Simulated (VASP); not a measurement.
# Na (Im-3m) in VASP: further runs, part 2 of 2

VASP 6.6.1. Earlier steps stand in the parts before.

## 3. Single point, LDA

The input, INCAR:

```
SYSTEM = Na
PREC     = Accurate       ! precision mode
ENCUT    = 520            ! plane-wave cutoff, eV
EDIFF    = 1E-6           ! SCF threshold, eV
ISMEAR   = -1             ! smearing method
SIGMA    = 0.1            ! smearing width, eV
LREAL    = .False.        ! projectors in reciprocal space
LASPH    = .True.         ! aspherical terms in the spheres
NELM     = 100            ! most SCF steps
ALGO     = Normal         ! electronic algorithm
ISIF     = 2              ! what is computed and relaxed
LWAVE    = .False.        ! write WAVECAR
LCHARG   = .True.         ! write CHGCAR
LELF     = .True.         ! ELF
LVHAR    = .True.       
NBANDS   = 10             ! bands
```

The input, KPOINTS:

```
Automatic mesh
0
Gamma
  17 17 17
  0 0 0
```

The input, POSCAR:

```
Na
1.0
   -1.6197926245      1.6197926245      1.6197926245
    1.6197926245     -1.6197926245      1.6197926245
    1.6197926245      1.6197926245     -1.6197926245
Na
1
Direct
    0.0000000000      0.0000000000      0.0000000000
```

Potentials or basis: VASP PAW LDA potentials, release 64 (Na_pv).

The run is started by

```console
> cat potpaw_LDA.64/Na_pv/POTCAR > POTCAR
> mpirun -np 1 vasp_std > vasp.out
```

OUTCAR:

```text
SYSTEM = Na
   PREC = Accurate
   ENCUT = 520
   EDIFF = 1E-6
   ISMEAR = -1
   LREAL = .False.
   LASPH = .True.
   NELM = 100
   ISIF = 2

 ion  position               nearest neighbor table
   1  0.000  0.000  0.000-

  LATTYP: Found a body centered cubic cell.
 ALAT       =     3.2395852490

  Lattice vectors:

 A1 = (  -1.6197926245,   1.6197926245,   1.6197926245)
 A2 = (   1.6197926245,  -1.6197926245,   1.6197926245)
 A3 = (   1.6197926245,   1.6197926245,  -1.6197926245)

Analysis of symmetry for initial positions (statically):
=====================================================================
 Subroutine PRICEL returns:
 Original cell was already a primitive cell.

 Routine SETGRP: Setting up the symmetry group for a
 body centered cubic supercell.

 Subroutine GETGRP returns: Found 48 space group operations
 (whereof 48 operations were pure point group operations)
 out of a pool of 48 trial point group operations.

The static configuration has the point symmetry O_h .

Analysis of symmetry for dynamics (positions and initial velocities):
=====================================================================
 Subroutine PRICEL returns:
 Original cell was already a primitive cell.

 Routine SETGRP: Setting up the symmetry group for a
 body centered cubic supercell.

 Subroutine GETGRP returns: Found 48 space group operations
 (whereof 48 operations were pure point group operations)
 out of a pool of 48 trial point group operations.

The dynamic configuration has the point symmetry O_h .

 Subroutine INISYM returns: Found 48 space group operations
 (whereof 48 operations are pure point group operations),
 and found     1 'primitive' translations

----------------------------------------------------------------------------------------

                                     Primitive cell

  volume of cell :      16.9996

  direct lattice vectors                    reciprocal lattice vectors
    -1.619792625  1.619792625  1.619792625     0.000000000  0.308681489  0.308681489
     1.619792625 -1.619792625  1.619792625     0.308681489  0.000000000  0.308681489
     1.619792625  1.619792625 -1.619792625     0.308681489  0.308681489  0.000000000

  length of vectors
     2.805563123  2.805563123  2.805563123     0.436541549  0.436541549  0.436541549

  position of ions in fractional coordinates (direct lattice)
     0.000000000  0.000000000  0.000000000

  ion indices of the primitive-cell ions
   primitive index   ion index
                 1           1

----------------------------------------------------------------------------------------

 KPOINTS: Automatic mesh

Automatic generation of k-mesh.
 Grid dimensions read from file:
 generate k-points for:   17   17   17

 Generating k-lattice:

  Cartesian coordinates                     Fractional coordinates (reciprocal lattice)
     0.000000000  0.018157735  0.018157735     0.058823529  0.000000000  0.000000000
     0.018157735  0.000000000  0.018157735     0.000000000  0.058823529  0.000000000
     0.018157735  0.018157735  0.000000000     0.000000000  0.000000000  0.058823529

  Length of vectors
     0.025678915  0.025678915  0.025678915

  Shift w.r.t. Gamma in fractional coordinates (k-lattice)
     0.000000000  0.000000000  0.000000000

 Subroutine IBZKPT returns following result:
 ===========================================

 Found    165 irreducible k-points:

 Following reciprocal coordinates:
            Coordinates               Weight
  0.000000  0.000000  0.000000      1.000000
  0.058824  0.000000  0.000000     12.000000
  0.117647  0.000000  0.000000     12.000000
  0.176471  0.000000  0.000000     12.000000
  0.235294  0.000000  0.000000     12.000000
  0.294118  0.000000  0.000000     12.000000
[... 16 lines left out ...]
  0.411765  0.117647  0.000000     48.000000
  0.176471  0.176471  0.000000     24.000000
 [... further k-points ...]
   k-points           NKPTS =    165   k-points in BZ     NKDIM =    165   number of bands    NBANDS=     10
   number of dos      NEDOS =    301   number of ions     NIONS =      1
   total plane-waves  NPLWV =  13824
   dimension x,y,z NGX =    24 NGY =   24 NGZ =   24
   dimension x,y,z NGXF=    48 NGYF=   48 NGZF=   48
   ions per type =               1
   NGX,Y,Z   is equivalent  to a cutoff of  14.22, 14.22, 14.22 a.u.
   NGXF,Y,Z  is equivalent  to a cutoff of  28.44, 28.44, 28.44 a.u.
 SYSTEM =  Na
   PREC   = accura    normal or accurate (medium, high low for compatibility)
   ISTART =      0    job   : 0-new  1-cont  2-samecut
   ICHARG =      2    charge: 1-file 2-atom 10-const
   ISPIN  =      1    spin polarized calculation?
   LNONCOLLINEAR =      F non collinear calculations
   LSORBIT =      F    spin-orbit coupling
   LASPH  =      T    aspherical Exc in radial PAW
   ENCUT  =  520.0 eV  38.22 Ry    6.18 a.u.   5.22  5.22  5.22*2*pi/ulx,y,z
   NELM   =    100;   NELMIN=  2; NELMDL= -5     # of ELM steps
   EDIFF  = 0.1E-05   stopping-criterion for ELM
   LREAL  =      F    real-space projection
   EDIFFG = 0.1E-04   stopping-criterion for IOM
   NSW    =      0    number of steps for IOM
   IBRION =     -1    ionic relax: 0-MD 1-quasi-New 2-CG
   NFREE  =      0    steps in history (QN), initial steepest desc. (CG)
   ISIF   =      2    stress and relaxation
   ISYM   =      2    0-nonsym 1-usesym 2-fastsym
   POTIM  = 0.5000    time-step for ionic-motion
   TEBEG  =    0.0;   TEEND  =   0.0 temperature during run
   PSTRESS=    0.0 pullay stress
   NELECT =       7.0000    total number of electrons
   NUPDOWN=      -1.0000    fix difference up-down
   EMIN   =  10.00;   EMAX   =-10.00  energy-range for DOS
   EFERMI =   0.00;   METHOD = LEGACY
   ISMEAR =    -1;   SIGMA  =   0.10  broadening in eV -4-tet -1-fermi 0-gaus
   EFERMI_NEDOS =   21; number of points for ismear=-14 and -15
   IALGO  =     38    algorithm
   IMIX   =      4    mixing-type and parameters
     AMIX     =   0.40;   BMIX     =  1.00
     AMIX_MAG =   1.60;   BMIX_MAG =  1.00
  volume/ion in A,a.u.               =      17.00       114.72
  Fermi-wavevector in a.u.,A,eV,Ry     =   1.217946  2.301585 20.182786  1.483393
  Thomas-Fermi vector in A             =   2.353249
   LORBIT       =      0    0 simple, 1 ext, 2 COOP (PROOUT), +10 PAW based schemes
   GGA     = CA    functional components
   LHFCALC =     F    Hartree Fock is set to
   AEXX    =    0.0000 exact exchange contribution
   IVDW    =     0    specifies the selected vdW correction
   LEPSILON=     F    determine dielectric tensor
   LRPA    =     F    only Hartree local field effects (RPA)
 non-spin polarized calculation
  energy-cutoff  :      520.00
  volume of cell :       17.00
 maximum number of plane-waves:       472
 NGX is ok and might be reduce to    24
   NGX = 11   NGY = 11   NGZ = 11

 number of electron       6.9999995 magnetization

 Free energy of the ion-electron system (eV)
  ---------------------------------------------------
  ext. energy  EPLUGINS =         0.00000000
  ---------------------------------------------------
  free energy    TOTEN  =        -0.81243915 eV

  energy without entropy =       -0.80193567  energy(sigma->0) =       -0.80718741

 E-fermi :   3.6857     XC(G=0):  -9.3851

 val. band max:        3.6362847869   @ k =   0.2353   0.1765   0.1176
 cond. band min:       3.8094776113   @ k =   0.2353   0.2353   0.0588
 fundamental gap:      0.1731928244
 Fermi energy:         3.6856569573

 k-point     1 :       0.0000    0.0000    0.0000
  band No.  band energies     occupation
      1     -21.2839      2.00000
      2     -21.2839      2.00000
      3     -21.2839      2.00000
      4      -1.7277      2.00000
      5      21.0459      0.00000
      6      21.0459      0.00000
      7      21.0459      0.00000
      8      22.8997      0.00000
      9      22.8997      0.00000
     10      24.0860      0.00000
[... 287 lines left out ...]
 k-point    24 :       0.1765    0.1765    0.0000
  band No.  band energies     occupation
      1     -21.5600      2.00000
      2     -21.3674      2.00000
      3     -21.3110      2.00000
      4       1.0505      2.00000
      5      11.9874      0.00000
      6      13.7449      0.00000
      7      19.1083      0.00000
      8      20.9487      0.00000
      9      23.8034      0.00000
     10      27.0039      0.00000

 [... further k-points ...]

------------------------ aborting loop because EDIFF is reached ----------------------------------------

  FORCE on cell =-STRESS in cart. coord.  units (eV):
  Direction    XX          YY          ZZ          XY          YZ          ZX
  --------------------------------------------------------------------------------------
  -------------------------------------------------------------------------------------
  Total        2.3246924      2.3246924      2.3246924     -0.0000000     -0.0000000      0.0000000
  in kB      219.0977060    219.0977060    219.0977060     -0.0000000     -0.0000000      0.0000000
  external PRESSURE =     219.0977060 kB  Pullay stress =       0.0000000 kB

 VOLUME and BASIS-vectors are now :
 -----------------------------------------------------------------------------
  energy-cutoff  :      520.00
  volume of cell :       17.00
      direct lattice vectors                 reciprocal lattice vectors
    -1.619792625  1.619792625  1.619792625     0.000000000  0.308681489  0.308681489
     1.619792625 -1.619792625  1.619792625     0.308681489  0.000000000  0.308681489
     1.619792625  1.619792625 -1.619792625     0.308681489  0.308681489  0.000000000

 POSITION                                       TOTAL-FORCE (eV/Angst)
 -----------------------------------------------------------------------------------
      0.00000      0.00000      0.00000        -0.000000      0.000000     -0.000000
 -----------------------------------------------------------------------------------
    total drift:                                0.000000      0.000000      0.000000

  FREE ENERGIE OF THE ION-ELECTRON SYSTEM (eV)
  ---------------------------------------------------
  free  energy   TOTEN  =        -0.8124391457 eV

  energy  without entropy=       -0.8019356672  energy(sigma->0) =       -0.80718741
```

It took 15 s on 1 thread of Intel Xeon 8259CL, shared host; peak memory 0.13 GiB.

Results:

| Item | Value |
| --- | --- |
| Free energy | -0.8124 eV |
| Pressure | 21.9 GPa |
| Band gap on the k mesh | zero (an odd number of electrons rules out a gap without spin polarisation) |

Caveat: the cell stands under pressure.

The gap in the log of VASP goes by the Fermi energy; the results here count the filled bands.